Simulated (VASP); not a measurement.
Set up this calculation in VASP 6.6.1, as the native input.

| Item | Value |
| --- | --- |
| Task | single point |
| Functional | PBE |
| Potentials or basis | VASP PAW PBE potentials, release 64 (Na_pv, H) |
| Cutoff | 500 eV |
| k mesh | 6 × 6 × 6 |
| Occupations | gaussian, width 0.01 eV |
| Spin | no spin polarisation |
| Dipole correction | no |
| Further INCAR settings | ALGO = Normal; EDIFF = 1e-06; NBANDS = 11 |

The structure of NaH lies in POSCAR:

```
NaH
1.0
    0.0000000000      2.4749046324      2.4749046324
    2.4749046324      0.0000000000      2.4749046324
    2.4749046324      2.4749046324      0.0000000000
Na H
1 1
Direct
    0.0000000000      0.0000000000      0.0000000000
    0.5000000000      0.5000000000      0.5000000000
```

This cell differs from its parent crystal: volume changed by +10%.

One way to write it, as run:

INCAR

```
  PREC = Accurate
  ENCUT = 500
  EDIFF = 1E-6
  ISMEAR = 0
  SIGMA = 0.01
  LREAL = F
  LASPH = T
  NELM = 120
  ALGO = Normal
  ISIF = 2
  LWAVE = F
  LCHARG = F
  GGA = PE
  NBANDS = 11
  GGA_COMPAT = F
```

KPOINTS

```
regular mesh
0
Gamma
  6 6 6
```

Potentials or basis: VASP PAW PBE potentials, release 64 (Na_pv, H).

Command:

```bash
$ cat potpaw_PBE.64/Na_pv/POTCAR potpaw_PBE.64/H/POTCAR > POTCAR
$ mpirun -np 1 vasp_std > vasp.out
```

Results of the run:

```json
{
  "Pressure": "-1.5 GPa",
  "Band gap on the k mesh": "3.68 eV, indirect (least direct gap 4.46 eV)"
}
```

Run time: 8.7 s on 1 thread of Intel Xeon 8259CL (shared host), peak memory 0.14 GiB.
